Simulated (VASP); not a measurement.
A run of VASP 6.6.1 is set up as follows.

The input INCAR:

```
SYSTEM = CsRe
ALGO = Normal
EDIFF = 1E-7
ENCUT = 520
GGA = PE
ISIF = 2
ISMEAR = -1
LASPH = .TRUE.
LCHARG = .FALSE.
LREAL = .FALSE.
LWAVE = .FALSE.
NBANDS = 15
NELM = 60
PREC = Accurate
SIGMA = 0.05
```

File KPOINTS:

```
k-points
0
G
  8 8 5
  0 0 0
```

File POSCAR:

```
CsRe
1.0
    3.7379036687      0.0000000000      0.0000000000
   -1.8689518293      3.2371195324      0.0000000000
    0.0000000000      0.0000000000      5.7055491488
Cs Re
1 1
Direct
    0.0000000000      0.0000000000      0.5000000000
    0.0000000000      0.0000000000      0.0000000000
```

Potentials or basis: VASP PAW PBE potentials, release 64 (Cs_sv, Re).

Launch:

```sh
$ cat potpaw_PBE.64/Cs_sv/POTCAR potpaw_PBE.64/Re/POTCAR > POTCAR
$ mpirun -np 1 vasp_std > vasp.out
```

(1) What does it give for the band gap on the k mesh?

(2) What does it give for the pressure?

Answers

(1) zero (bands 8 and 9 overlap by 0.98 eV).

(2) -7.4 GPa.

Caveat: the stress differs along the axes, from -12 to 2 GPa; spin-orbit coupling is left out, which moves the levels of the heavy elements.
